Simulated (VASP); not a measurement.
Write the native input for VASP 6.6.1 that does the following.

| Item | Value |
| --- | --- |
| Task | single point |
| Functional | PBE |
| Potentials or basis | VASP PAW PBE potentials, release 64 (Pb_d, S) |
| Cutoff | 500 eV |
| k mesh | 3 × 3 × 3 |
| Occupations | gaussian, width 0.01 eV |
| Spin | no spin polarisation |
| Dipole correction | no |
| Further INCAR settings | ALGO = Normal; EDIFF = 1e-06; NBANDS = 17 |

The structure of PbS (Galena) lies in POSCAR:

```
PbS
1.0
    0.0000000000      2.9657500000      2.9657500000
    2.9657500000      0.0000000000      2.9657500000
    2.9657500000      2.9657500000      0.0000000000
Pb S
1 1
Direct
    0.0004441681     -0.0004869833      0.0001053405
    0.4971293933      0.5031473161      0.4993191964
```

These files were run (other wordings do the same):

INCAR

```
SYSTEM = PbS
  PREC = Accurate
  ENCUT = 500
  EDIFF = 1E-6
  ISMEAR = 0
  SIGMA = 0.01
  LREAL = .False.
  LASPH = .True.
  NELM = 120
  ALGO = Normal
  ISIF = 2
  LWAVE = .False.
  LCHARG = .True.
  GGA = PE
  LELF = .True.
  LVHAR = .True.
  NBANDS = 17
  GGA_COMPAT = .False.
```

KPOINTS

```
regular mesh
0
Gamma
  3 3 3
  0 0 0
```

Potentials or basis: VASP PAW PBE potentials, release 64 (Pb_d, S).

The run is started by

```bash
$ cat potpaw_PBE.64/Pb_d/POTCAR potpaw_PBE.64/S/POTCAR > POTCAR
$ mpirun -np 1 vasp_std > vasp.out
```

Results of the run:

The pressure is 1.1 GPa, the largest force is 0.004 eV/Å and the band gap on the k mesh is 2.22 eV, direct.

Caveat: the k points lie up to 0.61 Å⁻¹ apart; spin-orbit coupling is left out, which moves the levels of the heavy elements.

Run time: 12 s on 1 thread of AMD EPYC 7R43 64-Core Processor (Zen 3), with other jobs on the host, peak memory 0.14 GiB.
